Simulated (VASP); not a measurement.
Write the native input for VASP 6.6.1 that does the following.

- Task: electric field gradients
- Functional: PBEsol
- Potentials or basis: VASP PAW PBE potentials, release 64 (Zn, O)
- Cutoff: 520 eV
- k mesh: 14 × 14 × 8
- Occupations: fermi-dirac, width 0.02 eV
- Spin: no spin polarisation
- Dipole correction: no
- Further INCAR settings: ALGO = Normal; EDIFF = 1e-08; NBANDS = 26

The structure of ZnO (zincite) lies in POSCAR:

```
ZnO
1.0
    3.2493080000      0.0000000000      0.0000000000
   -1.6246540000      2.8139832727      0.0000000000
    0.0000000000      0.0000000000      5.2057090000
Zn O
2 2
Direct
    0.3333333333      0.6666666667      0.5000000000
    0.6666666667      0.3333333333      0.0000000000
    0.6666666667      0.3333333333      0.3790100000
    0.3333333333      0.6666666667      0.8790100000
```

The input as run:

INCAR

```
PREC = Accurate
ENCUT = 520
EDIFF = 1E-8
ISMEAR = -1
SIGMA = 0.02
LREAL = F
LASPH = T
NELM = 120
ALGO = Normal
ISIF = 2
LWAVE = F
LCHARG = F
GGA = PS
LEFG = T
NBANDS = 26
GGA_COMPAT = F
```

KPOINTS

```
Automatic mesh
0
Gamma
  14 14 8
```

Potentials or basis: VASP PAW PBE potentials, release 64 (Zn, O).

Command:

```sh
$ cat potpaw_PBE.64/Zn/POTCAR potpaw_PBE.64/O/POTCAR > POTCAR
$ mpirun -np 1 vasp_std > vasp.out
```

Results of the run:

```json
{"Pressure": "-0.5 GPa", "Largest force": "0.065 eV/Å", "Band gap on the k mesh": "0.69 eV, direct"}
```

Caveat: without QUAD_EFG the Cq values of the log hold for a quadrupole moment of 1 mb, not for the nuclei; the PAW data sets were made with another functional, which shifts forces and pressure a little.

Run time: 3.2 min on 1 thread of Intel Xeon 8259CL (shared host), peak memory 0.25 GiB.
